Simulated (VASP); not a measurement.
# Os (P6_3/mmc) in VASP: further runs, part 2 of 2

VASP 6.6.1.

**3. Single point, BLYP+D4**

The input, INCAR:

```
SYSTEM = Os
PREC = Accurate
ENCUT = 520
EDIFF = 1E-6
ISMEAR = -1
SIGMA = 0.05
LREAL = .False.
LASPH = .True.
NELM = 60
ALGO = Normal
ISIF = 2
LWAVE = .False.
LCHARG = .False.
GGA = B5
ALDAX = 1.0
AGGAX = 1.0
AGGAC = 1.0
ALDAC = 0.0
IVDW = 13
VDW_S6 = 1.0
VDW_S8 = 2.34076671
VDW_A1 = 0.44488865
VDW_A2 = 4.0933009
NBANDS = 15
```

The input, KPOINTS:

```
regular mesh
0
Gamma
  11 11 6
  0 0 0
```

The input, POSCAR:

```
Os
1.0
    2.6971481730      0.0000000000      0.0000000000
   -1.3485740865      2.3357988356      0.0000000000
    0.0000000000      0.0000000000      4.2613185190
Os
2
Direct
    0.6666666667      0.3333333333      0.7500000000
    0.3333333333      0.6666666667      0.2500000000
```

Potentials or basis: VASP PAW PBE potentials, release 64 (Os).

The run is started by

```
$ cat potpaw_PBE.64/Os/POTCAR > POTCAR
$ mpirun -np 1 vasp_std > vasp.out
```

OUTCAR:

```text
SYSTEM = Os
   PREC = Accurate
   ENCUT = 520
   EDIFF = 1E-6
   ISMEAR = -1
   LREAL = .False.
   LASPH = .True.
   NELM = 60
   ISIF = 2
   GGA = B5
   IVDW = 13

 ion  position               nearest neighbor table
   1  0.667  0.333  0.750-   2 2.64   2 2.64   2 2.64   2 2.64   2 2.64   2 2.64
   2  0.333  0.667  0.250-   1 2.64   1 2.64   1 2.64   1 2.64   1 2.64   1 2.64

  LATTYP: Found a hexagonal cell.
 ALAT       =     2.6971481730
 C/A-ratio  =     1.5799348963

  Lattice vectors:

 A1 = (   2.6971481730,   0.0000000000,   0.0000000000)
 A2 = (  -1.3485740865,   2.3357988356,   0.0000000000)
 A3 = (   0.0000000000,   0.0000000000,   4.2613185190)

Analysis of symmetry for initial positions (statically):
=====================================================================
 Subroutine PRICEL returns:
 Original cell was already a primitive cell.

 Routine SETGRP: Setting up the symmetry group for a
 hexagonal supercell.

 Subroutine GETGRP returns: Found 24 space group operations
 (whereof 12 operations were pure point group operations)
 out of a pool of 24 trial point group operations.

The static configuration has the point symmetry D_3d.
 The point group associated with its full space group is D_6h.

Analysis of symmetry for dynamics (positions and initial velocities):
=====================================================================
 Subroutine PRICEL returns:
 Original cell was already a primitive cell.

 Routine SETGRP: Setting up the symmetry group for a
 hexagonal supercell.

 Subroutine GETGRP returns: Found 24 space group operations
 (whereof 12 operations were pure point group operations)
 out of a pool of 24 trial point group operations.

The dynamic configuration has the point symmetry D_3d.
 The point group associated with its full space group is D_6h.

 Subroutine INISYM returns: Found 24 space group operations
 (whereof 12 operations are pure point group operations),
 and found     1 'primitive' translations

----------------------------------------------------------------------------------------

                                     Primitive cell

  volume of cell :      26.8463

  direct lattice vectors                    reciprocal lattice vectors
     2.697148173  0.000000000  0.000000000     0.370761981  0.214059530  0.000000000
    -1.348574086  2.335798836  0.000000000     0.000000000  0.428119059  0.000000000
     0.000000000  0.000000000  4.261318519     0.000000000  0.000000000  0.234669151

  length of vectors
     2.697148173  2.697148173  4.261318519     0.428119059  0.428119059  0.234669151

  position of ions in fractional coordinates (direct lattice)
     0.666666667  0.333333333  0.750000000
     0.333333333  0.666666667  0.250000000

  ion indices of the primitive-cell ions
   primitive index   ion index
                 1           1
                 2           2

----------------------------------------------------------------------------------------

 KPOINTS: regular mesh

Automatic generation of k-mesh.
 Grid dimensions read from file:
 generate k-points for:   11   11    6

 Generating k-lattice:

  Cartesian coordinates                     Fractional coordinates (reciprocal lattice)
     0.033705635  0.019459957  0.000000000     0.090909091 -0.000000000  0.000000000
     0.000000000  0.038919914  0.000000000     0.000000000  0.090909091  0.000000000
[... 44 lines left out ...]
   dimension x,y,z NGXF=    40 NGYF=   40 NGZF=   64
   ions per type =               2
   NGX,Y,Z   is equivalent  to a cutoff of  12.33, 12.33, 12.48 a.u.
   NGXF,Y,Z  is equivalent  to a cutoff of  24.66, 24.66, 24.97 a.u.
 SYSTEM =  Os
   PREC   = accura    normal or accurate (medium, high low for compatibility)
   ISTART =      0    job   : 0-new  1-cont  2-samecut
   ICHARG =      2    charge: 1-file 2-atom 10-const
   ISPIN  =      1    spin polarized calculation?
   LNONCOLLINEAR =      F non collinear calculations
   LSORBIT =      F    spin-orbit coupling
   LASPH  =      T    aspherical Exc in radial PAW
   ENCUT  =  520.0 eV  38.22 Ry    6.18 a.u.   5.01  5.01  7.92*2*pi/ulx,y,z
   NELM   =     60;   NELMIN=  2; NELMDL= -5     # of ELM steps
   EDIFF  = 0.1E-05   stopping-criterion for ELM
   LREAL  =      F    real-space projection
   EDIFFG = 0.1E-04   stopping-criterion for IOM
   NSW    =      0    number of steps for IOM
   IBRION =     -1    ionic relax: 0-MD 1-quasi-New 2-CG
   NFREE  =      0    steps in history (QN), initial steepest desc. (CG)
   ISIF   =      2    stress and relaxation
   ISYM   =      2    0-nonsym 1-usesym 2-fastsym
   POTIM  = 0.5000    time-step for ionic-motion
   TEBEG  =    0.0;   TEEND  =   0.0 temperature during run
   PSTRESS=    0.0 pullay stress
   NELECT =      16.0000    total number of electrons
   NUPDOWN=      -1.0000    fix difference up-down
   EMIN   =  10.00;   EMAX   =-10.00  energy-range for DOS
   EFERMI =   0.00;   METHOD = LEGACY
   ISMEAR =    -1;   SIGMA  =   0.05  broadening in eV -4-tet -1-fermi 0-gaus
   EFERMI_NEDOS =   21; number of points for ismear=-14 and -15
   IALGO  =     38    algorithm
   IMIX   =      4    mixing-type and parameters
     AMIX     =   0.40;   BMIX     =  1.00
     AMIX_MAG =   1.60;   BMIX_MAG =  1.00
  volume/ion in A,a.u.               =      13.42        90.58
  Fermi-wavevector in a.u.,A,eV,Ry     =   1.377696  2.603468 25.824489  1.898046
  Thomas-Fermi vector in A             =   2.502826
   LORBIT       =      0    0 simple, 1 ext, 2 COOP (PROOUT), +10 PAW based schemes
   GGA     = B5    functional components
   LHFCALC =     F    Hartree Fock is set to
   AEXX    =    0.0000 exact exchange contribution
   IVDW    =    13    specifies the selected vdW correction
   LEPSILON=     F    determine dielectric tensor
   LRPA    =     F    only Hartree local field effects (RPA)
 non-spin polarized calculation
  energy-cutoff  :      520.00
  volume of cell :       26.85
 maximum number of plane-waves:       741
 NGX is ok and might be reduce to    20
   NGX =  9   NGY =  9   NGZ = 15

 number of electron      15.9999999 magnetization

 Free energy of the ion-electron system (eV)
  ---------------------------------------------------
  ext. energy  EPLUGINS =         0.00000000
  ---------------------------------------------------
  free energy    TOTEN  =       -18.84750886 eV

  energy without entropy =      -18.83436481  energy(sigma->0) =      -18.84093683

 E-fermi :  10.6758     XC(G=0): -13.5782

 val. band max:       10.6477537583   @ k =   0.3636  -0.0000   0.3333
 cond. band min:      10.7348411000   @ k =   0.3636   0.0909   0.3333
 fundamental gap:      0.0870873417
 Fermi energy:        10.6757729112

 k-point     1 :       0.0000    0.0000    0.0000
  band No.  band energies     occupation
      1      -0.3906      2.00000
      2       2.5975      2.00000
      3       7.4605      2.00000
      4       7.4605      2.00000
      5       7.7226      2.00000
      6       8.3512      2.00000
      7       8.3512      2.00000
      8       9.0360      2.00000
      9       9.0360      2.00000
     10      11.0940      0.00047
     11      12.5107      0.00000
     12      12.5107      0.00000
     13      20.3672      0.00000
     14      25.0823      0.00000
[... 401 lines left out ...]
      2       4.2729      2.00000
      3       5.7503      2.00000
      4       5.9547      2.00000
      5       7.2096      2.00000
      6       7.8704      2.00000
      7       8.5317      2.00000
      8       9.4877      2.00000
      9      10.1465      1.99995
     10      10.5373      1.88208
     11      12.9875      0.00000
     12      16.6956      0.00000
     13      21.8607      0.00000
     14      26.5935      0.00000
     15      27.5981      0.00000

 [... further k-points ...]

------------------------ aborting loop because EDIFF is reached ----------------------------------------

  DFT-D4 for vdW energy calculation

  Edisp (eV):   -2.78398

  FORCE on cell =-STRESS in cart. coord.  units (eV):
  Direction    XX          YY          ZZ          XY          YZ          ZX
  --------------------------------------------------------------------------------------
  -------------------------------------------------------------------------------------
  Total       5.80508     5.80508     6.13424    -0.00000     0.00000     0.00000
  in kB     346.44540   346.44540   366.08943    -0.00000     0.00000     0.00000
  external pressure =      352.99 kB  Pullay stress =        0.00 kB

 VOLUME and BASIS-vectors are now :
 -----------------------------------------------------------------------------
  energy-cutoff  :      520.00
  volume of cell :       26.85
      direct lattice vectors                 reciprocal lattice vectors
     2.697148173  0.000000000  0.000000000     0.370761981  0.214059530  0.000000000
    -1.348574086  2.335798836  0.000000000     0.000000000  0.428119059  0.000000000
     0.000000000  0.000000000  4.261318519     0.000000000  0.000000000  0.234669151

 POSITION                                       TOTAL-FORCE (eV/Angst)
 -----------------------------------------------------------------------------------
      1.34857      0.77860      3.19599         0.000000      0.000000      0.000000
     -0.00000      1.55720      1.06533        -0.000000     -0.000000      0.000000
 -----------------------------------------------------------------------------------
    total drift:                               -0.000000      0.000000     -0.000000

  FREE ENERGIE OF THE ION-ELECTRON SYSTEM (eV)
  ---------------------------------------------------
  free  energy   TOTEN  =       -21.6314886667 eV

  energy  without entropy=      -21.6183446141  energy(sigma->0) =      -21.62491664
```

Wall time 20 s (1 thread of Intel Xeon Platinum 8375C at 2.90GHz (Ice Lake), shared host); peak memory 0.15 GiB.

Results:

| Quantity | Value |
| --- | --- |
| Free energy | -21.6315 eV |
| Pressure | 35.3 GPa |
| Band gap on the k mesh | zero (band 8 reaches 12.95 eV, above the bottom of band 9 at 8.79 eV) |
| Dispersion energy per atom | -1.392 eV |

Stress tensor (GPa, compression positive):
```
34.64  0.00  0.00
 0.00 34.64  0.00
 0.00  0.00 36.61
```

Levels at points of the mesh, in eV from the Fermi level:
```
           k point  band 4  band 5  band 6  band 7  band 8  band 9  band 10  band 11  band 12  band 13
(0.00, 0.00, 0.00)   -3.22   -2.95   -2.32   -2.32   -1.64   -1.64     0.42     1.83     1.83     9.69
(0.00, 0.00, 0.50)   -3.66   -3.42   -3.42   -3.42   -3.42    0.99     0.99     0.99     0.99    14.11
```

Caveat: the PAW data sets were made with another functional, which shifts forces and pressure a little; spin-orbit coupling is left out, which moves the levels of the heavy elements; pairwise dispersion overbinds metals, which lowers pressure and volume.

**4. Single point, PBE**

This run uses another cell than the first one, of 13.98 Å³/atom, 1.042 times its volume.

The input, INCAR:

```
PREC = Accurate ; ENCUT = 600
EDIFF = 1E-6 ; ISMEAR = -1
SIGMA = 0.02 ; LREAL = F
LASPH = T ; NELM = 120
ALGO = Normal ; ISIF = 2
LWAVE = F ; LCHARG = T
GGA = PE ; LELF = T
LVHAR = T ; NBANDS = 15
GGA_COMPAT = F
```

The input, KPOINTS:

```
regular mesh
0
Gamma
  6 6 3
```

The input, POSCAR:

```
Os
1.0
    2.7341000000      0.0000000000      0.0000000000
   -1.3670500000      2.3678000565      0.0000000000
    0.0000000000      0.0000000000      4.3197000000
Os
2
Direct
    0.6666666667      0.3333333333      0.7500000000
    0.3333333333      0.6666666667      0.2500000000
```

The run is started by

```
$ cat potpaw_PBE.64/Os/POTCAR > POTCAR
$ mpirun -np 1 vasp_std > vasp.out
```

It took 5.1 s on 1 thread of Intel Xeon 6975P-C (Granite Rapids), shared host; peak memory 0.15 GiB.

The run converged. Its results:

| Quantity | Value |
| --- | --- |
| Free energy | -22.3510 eV |
| Pressure | 9.9 GPa |
| Band gap on the k mesh | zero (band 8 reaches 11.54 eV, above the bottom of band 9 at 7.94 eV) |

Stress tensor (GPa, compression positive):
```
11.64  0.00  0.00
 0.00 11.64  0.00
 0.00  0.00  6.27
```

Levels at points of the mesh, in eV from the Fermi level:
```csv
k point,band 6,band 7,band 8,band 9,band 10,band 11
"(0.00, 0.00, 0.00)",-2.22,-2.22,-1.56,-1.56,0.01,1.70
"(0.50, 0.00, 0.00)",-2.58,-1.89,2.04,2.61,2.74,4.42
```

Caveat: the k points lie up to 0.48 Å⁻¹ apart; spin-orbit coupling is left out, which moves the levels of the heavy elements.

**5. Summary**

| level | cell | k mesh | cutoff (eV) | smearing | gap on the mesh (eV) | pressure (GPa) |
| --- | --- | --- | --- | --- | --- | --- |
| revPBE+D3(BJ) | a = 2.697, b = 2.697, c = 4.261 Å, angles 90.0, 90.0, 120.0°, 2 atoms | 11 × 11 × 6 | 520 | fermi-dirac 0.05 eV | none | 16.6 |
| BLYP+D4 | a = 2.697, b = 2.697, c = 4.261 Å, angles 90.0, 90.0, 120.0°, 2 atoms | 11 × 11 × 6 | 520 | fermi-dirac 0.05 eV | none | 35.3 |
| PBE | a = 2.734, b = 2.734, c = 4.320 Å, angles 90.0, 90.0, 120.0°, 2 atoms | 6 × 6 × 3 | 600 | fermi-dirac 0.02 eV | none | 9.9 |

Alike in all rows: task single point; potentials or basis VASP PAW PBE potentials, release 64 (Os); no spin polarisation.

Caveats: some runs use coarse meshes; spin-orbit coupling is left out, which moves the levels of the heavy elements; the PAW data sets were made with another functional, which shifts forces and pressure a little (some runs); pairwise dispersion overbinds metals, which lowers pressure and volume (some runs).

Absolute energies hang on the potentials; compare differences alone.
